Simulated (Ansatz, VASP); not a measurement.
**Y: VASP beside Ansatz**

```
Y
1.0
     0.00000    3.45312    3.45312
     3.45312    0.00000    3.45312
     3.45312    3.45312    0.00000
Y
2
Direct
  0.91250 0.86250 0.86250
  0.08750 0.13750 0.13750
```

Change from the starting cell: shortest bond scaled by 1.1, PAW files.

Alike in both runs: task single point; functional PBE; k mesh 8 × 8 × 8; occupations fermi-dirac, width 0.05 eV; no spin polarisation.

|  | VASP | Ansatz |
| --- | --- | --- |
| version | VASP 6.6.1 | Ansatz 0.2.0 |
| potentials or method | VASP PAW PBE potentials, release 64 (Y_sv) | PAW with Ansatz's default frozen-core files, scalar-relativistic |
| plane-wave cutoff (eV) | 520 | 420 |
| valence electrons in the cell | 22 | 22 |

Ansatz gave:

| Item | Value |
| --- | --- |
| pressure (GPa) | 1.0 |
| traceless stress, the component that is largest in VASP (GPa) | 2.74 |
| rms of the force components (eV/Å) | 0.076 |

Question: What did VASP give for the same quantities?

Answer: Pressure (GPa): 1.0; traceless stress, the component that is largest in VASP (GPa): 2.75; rms of the force components (eV/Å): 0.080.

Atom by atom the forces differ by 0.004 eV/Å (rms over components).
